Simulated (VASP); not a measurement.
# Si7N8O2 in VASP: a series of runs, part 2 of 2

VASP 6.6.1.

## 6. Single point, PBE

Input file INCAR:

```
SYSTEM = Si7N8O2
  ALGO = Normal
  EDIFF = 1E-7
  ENCUT = 520
  GGA = PE
  ISIF = 2
  ISMEAR = -1
  ISYM = 0
  LASPH = .True.
  LCHARG = .False.
  LREAL = Auto
  LWAVE = .False.
  NBANDS = 54
  NELM = 80
  PREC = Accurate
  SIGMA = 0.05
```

Input file KPOINTS:

```
Automatic mesh
0
Gamma
  1 1 1
  0.25 0.25 0.25
```

Input file POSCAR:

```
Si7N8O2
1.0
    5.8386290000      0.0627810000      0.1075870000
    0.0627810000      6.0367170000      0.0979630000
    0.1075870000      0.0979630000      5.8205090000
Si N O
7 8 2
Direct
    0.9011266555      0.5949044889      0.0968153916
    0.3554472451      0.3726713736      0.6206021658
    0.5662189663     -0.0183297310      0.7834244111
    0.4987480780      0.0313879562      0.3496002381
    0.1531381003      0.9129050170      1.0441350433
    1.0276794452      0.6193554768      0.5457930107
    0.9689426541      0.2645416361      0.2743466378
    1.0013105386      0.7574555171      0.8386648639
    0.5064394976      0.8209581394      0.5606633667
    0.0244272515      0.7818969730      0.2796533726
    0.5834741422      0.2567697077      0.7460352413
    0.2398723166      0.1950845844      0.4134229130
    0.3973171905      0.4689307404      0.0374616676
    0.4411345420      0.9228262195      0.0587814284
    0.5509161902      0.5448550184      0.1294506971
    0.0636322623      0.1725023475      1.0157635953
    0.7242573289      0.1603522699      0.3062087418
```

Potentials or basis: VASP PAW PBE potentials, release 64 (Si, N, O).

The run is started by

```sh
$ cat potpaw_PBE.64/Si/POTCAR potpaw_PBE.64/N/POTCAR potpaw_PBE.64/O/POTCAR > POTCAR
$ mpirun -np 1 vasp_std > vasp.out
```

OUTCAR:

```text
SYSTEM = Si7N8O2
   EDIFF = 1E-7
   ENCUT = 520
   GGA = PE
   ISIF = 2
   ISMEAR = -1
   ISYM = 0
   LASPH = .True.
   LREAL = Auto
   NELM = 80
   PREC = Accurate

 ion  position               nearest neighbor table
   1  0.901  0.595  0.097-  10 1.76   8 1.85  15 2.07   7 2.25   5 2.45   6 2.75
   2  0.355  0.373  0.621-  11 1.67  12 1.80   6 2.44   4 2.74   3 2.79
   3  0.566  0.982  0.783-  11 1.67   9 1.70  14 1.77   4 2.58   2 2.79   5 2.83
   4  0.499  0.031  0.350-  17 1.55   9 1.74  12 1.82  14 1.88   3 2.58   2 2.74   5 2.86   7 3.12

   5  0.153  0.913  0.044-  16 1.65  14 1.69  10 1.72   8 1.81   1 2.45   7 2.73   3 2.83   4 2.86

   6  0.028  0.619  0.546-  10 1.81   8 1.92   2 2.44   7 2.74   1 2.75
   7  0.969  0.265  0.274-  17 1.58  16 1.69  12 1.84   1 2.25   5 2.73   6 2.74   4 3.12
   8  0.001  0.757  0.839-   5 1.81   1 1.85   6 1.92
   9  0.506  0.821  0.561-   3 1.70   4 1.74
  10  0.024  0.782  0.280-   5 1.72   1 1.76   6 1.81
  11  0.583  0.257  0.746-   2 1.67   3 1.67
  12  0.240  0.195  0.413-   2 1.80   4 1.82   7 1.84
  13  0.397  0.469  0.037-  15 1.17
  14  0.441  0.923  0.059-   5 1.69   3 1.77   4 1.88
  15  0.551  0.545  0.129-  13 1.17   1 2.07
  16  0.064  0.173  0.016-   5 1.65   7 1.69
  17  0.724  0.160  0.306-   4 1.55   7 1.58

IMPORTANT INFORMATION: All symmetrisations will be switched off!
NOSYMM: (Re-)initialisation of all symmetry stuff for point group C_1.

----------------------------------------------------------------------------------------

                                     Primitive cell

  volume of cell :     205.0030

  direct lattice vectors                    reciprocal lattice vectors
     5.838629000  0.062781000  0.107587000     0.171349524 -0.001731086 -0.003138110
     0.062781000  6.036717000  0.097963000    -0.001731086  0.165715698 -0.002757107
     0.107587000  0.097963000  5.820509000    -0.003138110 -0.002757107  0.171910689

  length of vectors
     5.839957621  6.037838218  5.822327432     0.171387000  0.165747673  0.171961433

[... 111 lines left out ...]
   GGA     = PE    functional components
   LHFCALC =     F    Hartree Fock is set to
   AEXX    =    0.0000 exact exchange contribution
   IVDW    =     0    specifies the selected vdW correction
   LEPSILON=     F    determine dielectric tensor
   LRPA    =     F    only Hartree local field effects (RPA)
 non-spin polarized calculation
  energy-cutoff  :      520.00
  volume of cell :      205.00
 maximum number of plane-waves:      5522
 NGX is ok and might be reduce to    48
   NGX = 21   NGY = 23   NGZ = 21

 number of electron      80.0000002 magnetization

 Free energy of the ion-electron system (eV)
  ---------------------------------------------------
  ext. energy  EPLUGINS =         0.00000000
  ---------------------------------------------------
  free energy    TOTEN  =      -121.73824753 eV

  energy without entropy =     -121.73824660  energy(sigma->0) =     -121.73824706

 E-fermi :   6.1540     XC(G=0): -10.1916

 val. band max:        5.4008520577   @ k =   0.2500   0.2500   0.2500
 cond. band min:       6.9071146174   @ k =   0.2500   0.2500   0.2500
 fundamental gap:      1.5062625597
 Fermi energy:         6.1539701660

 k-point     1 :       0.2500    0.2500    0.2500
  band No.  band energies     occupation
      1     -16.9660      2.00000
      2     -15.7228      2.00000
      3     -14.4832      2.00000
      4     -11.7968      2.00000
      5     -11.0015      2.00000
      6     -10.2986      2.00000
[... 44 lines left out ...]
     51      11.4757      0.00000
     52      11.6233      0.00000
 [bands above 52 left out]

------------------------ aborting loop because EDIFF is reached ----------------------------------------

  FORCE on cell =-STRESS in cart. coord.  units (eV):
  Direction    XX          YY          ZZ          XY          YZ          ZX
  --------------------------------------------------------------------------------------
  -------------------------------------------------------------------------------------
  Total        0.3316170     14.8049559     -9.0791992      1.1124451     -2.6983932     -9.0588898
  in kB        2.5917142    115.7064195    -70.9574307      8.6941857    -21.0889801    -70.7987049
  external PRESSURE =      15.7802343 kB  Pullay stress =       0.0000000 kB

 VOLUME and BASIS-vectors are now :
 -----------------------------------------------------------------------------
  energy-cutoff  :      520.00
  volume of cell :      205.00
      direct lattice vectors                 reciprocal lattice vectors
     5.838629000  0.062781000  0.107587000     0.171349524 -0.001731086 -0.003138110
     0.062781000  6.036717000  0.097963000    -0.001731086  0.165715698 -0.002757107
     0.107587000  0.097963000  5.820509000    -0.003138110 -0.002757107  0.171910689

 POSITION                                       TOTAL-FORCE (eV/Angst)
 -----------------------------------------------------------------------------------
      5.30911      3.65733      0.71874        -0.108551      0.626777     -1.038526
      2.16549      2.33282      3.68697        -1.309707      0.172617     -0.356175
      3.45186      6.03836      4.71701        -0.191489     -0.414661      0.907736
      2.95159      0.25504      2.09159        -3.685537     -2.695318     -0.868845
      0.95618      5.52489      0.36279        -0.814419      0.597471     -1.406329
      0.25921      3.79408      3.24044         0.024854      0.466887      1.256184
[... 9 lines left out ...]
      0.38405      1.04689      0.11550        -0.723837     -0.806266     -0.490239
      4.27168      1.04347      1.87592         0.697884      0.378585      0.046563
 -----------------------------------------------------------------------------------
    total drift:                                0.002166     -0.003141     -0.006281

  FREE ENERGIE OF THE ION-ELECTRON SYSTEM (eV)
  ---------------------------------------------------
  free  energy   TOTEN  =      -121.7382475253 eV

  energy  without entropy=     -121.7382466019  energy(sigma->0) =     -121.73824706
```

Run time: 39 s. Hardware: 1 thread of Intel Xeon 6975P-C, shared host; peak memory 0.32 GiB.

Results:

- Free energy: -121.7382 eV
- Pressure: 1.6 GPa
- Largest force: 4.648 eV/Å
- Band gap on the k mesh: 1.51 eV

Forces in eV/Å, atoms in the order of the input:
```
Si  -0.109  0.627 -1.039
Si  -1.310  0.173 -0.356
Si  -0.191 -0.415  0.908
Si  -3.686 -2.695 -0.869
Si  -0.814  0.597 -1.406
Si   0.025  0.467  1.256
Si   3.390  0.882  0.186
N   -0.547 -0.506  0.052
N    0.630  1.027  0.038
N   -0.252 -0.574  0.783
N    0.333 -0.175 -0.313
N    0.714  0.220  0.684
N    2.528  1.327  1.443
N    1.591  0.598  0.267
N   -2.277 -1.124 -1.190
O   -0.724 -0.806 -0.490
O    0.698  0.379  0.047
```

Levels at points of the mesh, in eV from the valence-band top:
| k point | band 37 | band 38 | band 39 | band 40 | band 41 | band 42 | band 43 | band 44 |
| --- | --- | --- | --- | --- | --- | --- | --- | --- |
| (0.25, 0.25, 0.25) | -1.39 | -1.21 | -1.03 | 0.00 | 1.51 | 1.90 | 2.60 | 3.20 |

Caveat: the k points lie up to 1.08 Å⁻¹ apart; the standard files for N, O and F lose accuracy on very short bonds.
